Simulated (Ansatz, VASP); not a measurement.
ZnS: VASP beside Ansatz

The input POSCAR:

```
ZnS
1.0
    3.8109987816      0.0000000000      0.0714562272
   -1.9054993908      3.3004217586     -0.0357281136
    0.1168875000      0.0000000000      6.2340000000
Zn S
2 2
Direct
    0.3333333333      0.6666666667      0.0000000000
    0.6666666667      0.3333333333      0.5000000000
    0.3333333333      0.6666666667      0.3850000000
    0.6666666667      0.3333333333      0.8850000000
```

INCAR.step1

```
  ALGO = Normal
  EDIFF = 1E-4
  ENCUT = 520
  GGA = PE
  ISMEAR = 0
  LASPH = True
  LCHARG = False
  LREAL = False
  LWAVE = True
  NBANDS = 26
  NELM = 80
  PREC = Accurate
  SIGMA = 0.05
```

The input INCAR.step2:

```
  ALGO = Normal
  EDIFF = 1E-6
  ENCUT = 520
  ISIF = 2
  ISMEAR = 0
  ISTART = 1
  LASPH = True
  LCHARG = False
  LMIXTAU = True
  LREAL = False
  LWAVE = False
  METAGGA = R2SCAN
  NBANDS = 26
  NELM = 80
  PREC = Accurate
  SIGMA = 0.05
```

The input KPOINTS:

```
k-points
0
Gamma
  6 6 4
```

Input for Ansatz:

```yaml
crystal:
  lattice:
    - [3.8109987816, 0.0, 0.0714562272]
    - [-1.9054993908, 3.3004217586, -0.0357281136]
    - [0.1168875, 0.0, 6.234]
  atoms:
    - { symbol: Zn, position: [0.3333333333, 0.6666666667, 0.0] }
    - { symbol: Zn, position: [0.6666666667, 0.3333333333, 0.5] }
    - { symbol: S, position: [0.3333333333, 0.6666666667, 0.385] }
    - { symbol: S, position: [0.6666666667, 0.3333333333, 0.885] }
basis:
  ecutwfc: 500
kpoints:
  mp_grid: { grid: [6, 6, 4] }
hamiltonian:
  xc: r2scan
scf:
  occupations: { method: gaussian, width: 0.05 }
output:
  forces: true
  stress: true
  eigenvalues: true
```

Change from the starting cell: strain +0.0375 x Voigt [0, 0, 0, 0, 1, 0], atoms carried along.

Alike in both runs: task single point; functional r2SCAN; k mesh 6 × 6 × 4; occupations gaussian, width 0.05 eV; no spin polarisation.

|  | VASP | Ansatz |
| --- | --- | --- |
| version | VASP 6.6.1 | Ansatz 0.2.0 |
| potentials or method | VASP PAW PBE potentials, release 64 (Zn, S), cutoff 520 eV | scalar-relativistic, plane waves, PAW |
| valence electrons in the cell | 36 | 36 |

|  | VASP | Ansatz | Ansatz less VASP |
| --- | --- | --- | --- |
| gap on the k mesh at the Fermi level (eV) | 2.75 | 2.74 | -0.010 |
| least direct gap on the mesh (eV) | 2.75 | 2.74 | -0.010 |
| pressure (GPa) | 0.2 | 0.2 | -0.07 |
| traceless stress, the component that is largest in VASP (GPa) | -1.44 | -1.43 | +0.014 |
| rms of the force components (eV/Å) | 0.202 | 0.202 | -0.0004 |

VASP's potentials were made for PBE, not for r2SCAN. Atom by atom the forces differ by 0.002 eV/Å (rms over components). With one functional, cell and mesh, what is left measures potentials, basis and numerics.
